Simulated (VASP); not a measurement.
Set up this calculation in VASP 6.6.1, as the native input.

| Quantity | Value |
| --- | --- |
| Task | single point |
| Functional | PBE |
| Potentials or basis | VASP PAW PBE potentials, release 64 (Hf_pv, N) |
| Cutoff | 520 eV |
| k mesh | 12 × 12 × 12 |
| Occupations | gaussian, width 0.05 eV |
| Spin | no spin polarisation |
| Dipole correction | no |
| Further INCAR settings | ALGO = Normal; EDIFF = 1e-06; NBANDS = 14 |

The structure of HfN lies in POSCAR:

```
HfN
1.0
    3.0854334487      0.0000000000      0.0000000000
   -1.5427167244      2.6720637483      0.0000000000
    0.0000000000      0.0000000000      2.8908649372
Hf N
1 1
Direct
    0.0000000000      0.0000000000      0.0000000000
    0.6666666667      0.3333333333      0.5000000000
```

One way to write it, as run:

INCAR

```
SYSTEM = HfN
  ALGO = Normal
  EDIFF = 1E-6
  ENCUT = 520
  GGA = PE
  ISIF = 2
  ISMEAR = 0
  LASPH = .True.
  LCHARG = .False.
  LREAL = .False.
  LWAVE = .False.
  NBANDS = 14
  NELM = 80
  PREC = Accurate
  SIGMA = 0.05
```

KPOINTS

```
k-points
0
Gamma
  12 12 12
  0 0 0
```

Potentials or basis: VASP PAW PBE potentials, release 64 (Hf_pv, N).

The run is started by

```bash
$ cat potpaw_PBE.64/Hf_pv/POTCAR potpaw_PBE.64/N/POTCAR > POTCAR
$ mpirun -np 1 vasp_std > vasp.out
```

Results of the run:

```yaml
Pressure: 2.0 GPa
Band_gap_on_the_k_mesh: zero (an odd number of electrons rules out a gap without spin polarisation)
```

Caveat: spin-orbit coupling is left out, which moves the levels of the heavy elements.

It took 40 s on 1 thread of Intel Xeon 8259CL (shared host), peak memory 0.17 GiB.
